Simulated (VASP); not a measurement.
Wanted: the native input for a VASP 6.6.1 run.

```yaml
Task: single point
Functional: PBEsol
Potentials_or_basis: VASP PAW PBE potentials, release 64 (W_sv)
Cutoff: 520 eV
k_mesh: 26 × 26 × 26
Occupations: gaussian, width 0.15 eV
Spin: no spin polarisation
Dipole_correction: no
Further_INCAR_settings: ALGO = Fast; EDIFF = 1e-06; NBANDS = 13
```

The structure of W lies in POSCAR:

```
W
1.0
   -1.5771801398      1.5830945653      1.5830945653
    1.5771801398     -1.5712657143      1.5712657143
    1.5771801398      1.5712657143     -1.5712657143
W
1
Direct
    0.0000000000      0.0000000000      0.0000000000
```

This cell differs from its parent crystal: strain +0.0075 x Voigt [0, 0, 0, 1, 0, 0].

One way to write it, as run:

INCAR

```
SYSTEM = W
ALGO = Fast
EDIFF = 1E-6
ENCUT = 520
GGA = PS
ISIF = 2
ISMEAR = 0
LASPH = .TRUE.
LCHARG = .FALSE.
LREAL = .FALSE.
LWAVE = .FALSE.
NBANDS = 13
NELM = 80
PREC = Accurate
SIGMA = 0.15
```

KPOINTS

```
k-points
0
G
  26 26 26
  0 0 0
```

Potentials or basis: VASP PAW PBE potentials, release 64 (W_sv).

The run is started by

```sh
$ cat potpaw_PBE.64/W_sv/POTCAR > POTCAR
$ mpirun -np 1 vasp_std > vasp.out
```

It gave:

The pressure is 0.5 GPa and the band gap on the k mesh is zero (bands 7 and 8 overlap by 6.40 eV).

Caveat: the cell differs from its parent crystal (strain +0.0075 x Voigt [0, 0, 0, 1, 0, 0]); the PAW data sets were made with another functional, which shifts forces and pressure a little; spin-orbit coupling is left out, which moves the levels of the heavy elements.

Wall time 2.4 min on 1 thread of Intel(R) Xeon(R) 6975P-C (Granite Rapids) (shared host), peak memory 0.53 GiB.
